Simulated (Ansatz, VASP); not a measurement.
**One calculation of Al, two programs**

```
CELL_PARAMETERS angstrom
2.69996 0.00000 0.00000
-1.34998 2.33823 0.00000
0.00000 0.00000 4.86685
ATOMIC_POSITIONS crystal
Al 0.33333 0.66667 0.25000
Al 0.66667 0.33333 0.75000
```

Change from the starting cell: strain_xy = -0.04.

Alike in both runs: task single point; functional PBEsol; k mesh 11 × 11 × 6; occupations fermi-dirac, width 0.05 eV; no spin polarisation.

```csv
,VASP,Ansatz
version,VASP 6.6.1,Ansatz 0.2.0
potentials or method,"VASP PAW PBE potentials, release 64 (Al), cutoff 520 eV","all-electron LAPW, scalar-relativistic"
```

Ansatz gave:

| Property | Result |
| --- | --- |
| gap on the k mesh at the Fermi level (eV) | none |
| pressure (GPa) | 6.5 |
| traceless stress, the component that is largest in VASP (GPa) | -5.75 |

Problem. Estimate VASP's values.

Solution. gap on the k mesh at the Fermi level (eV): none; pressure (GPa): 6.6; traceless stress, the component that is largest in VASP (GPa): -5.81.

VASP's potentials were made for PBE, not for PBEsol. A gap of «none» marks a metal or a gap that the smearing closes. Ansatz ran all-electron here, and VASP with PAW potentials.
